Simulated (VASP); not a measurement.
Set up this calculation in VASP 6.6.1, as the native input.

```
Task                   : relaxation of cell and atoms
Functional             : PBE
Potentials or basis    : VASP PAW PBE potentials, release 64 (Si, O)
Cutoff                 : 600 eV
k mesh                 : 6 × 6 × 9
Occupations            : gaussian, width 0.01 eV
Spin                   : no spin polarisation
Dipole correction      : no
Further INCAR settings : ALGO = Normal; EDIFF = 1e-06; IBRION = 2; EDIFFG = -0.002; NSW = 80; ISIF = 3
```

The structure of SiO2 lies in POSCAR:

```
SiO2
1.0
    4.1773000000      0.0000000000      0.0000000000
    0.0000000000      4.1773000000      0.0000000000
    0.0000000000      0.0000000000      2.6655000000
Si O
2 4
Direct
    0.0000000000      0.0000000000      0.0000000000
    0.5000000000      0.5000000000      0.5000000000
    0.3061000000      0.3061000000      0.0000000000
    0.6939000000      0.6939000000      0.0000000000
    0.1939000000      0.8061000000      0.5000000000
    0.8061000000      0.1939000000      0.5000000000
```

One way to write it, as run:

INCAR

```
PREC = Accurate
ENCUT = 600
EDIFF = 1E-6
ISMEAR = 0
SIGMA = 0.01
LREAL = False
LASPH = True
NELM = 80
ALGO = Normal
ISIF = 3
LWAVE = False
LCHARG = False
GGA = PE
IBRION = 2
NSW = 80
EDIFFG = -0.002
```

KPOINTS

```
Automatic mesh
0
Gamma
  6 6 9
```

Potentials or basis: VASP PAW PBE potentials, release 64 (Si, O).

Launch:

```console
$ cat potpaw_PBE.64/Si/POTCAR potpaw_PBE.64/O/POTCAR > POTCAR
$ mpirun -np 1 vasp_std > vasp.out
```

It gave:

| Quantity | Value |
| --- | --- |
| Relaxed volume | 8.04 Å³/atom |
| Relaxed cell | a = 4.231 Å, b = 4.231 Å, c = 2.693 Å, α = 90.00°, β = 90.00°, γ = 90.00° |
| Space group after relaxing (to 0.1 Å) | P4_2/mnm (No. 136) |
| Energy gained by relaxing | 9.2 meV/atom |
| Ionic steps | 11 |
| Pressure after relaxing | 0.0 GPa |
| Band gap on the k mesh | 5.03 eV |

Caveat: an odd mesh through Γ misses points on the zone boundary, where band edges can lie.

Wall time 4.8 min on 1 thread of AMD EPYC 7R43 64-Core Processor (Zen 3), on a shared host, peak memory 0.17 GiB.
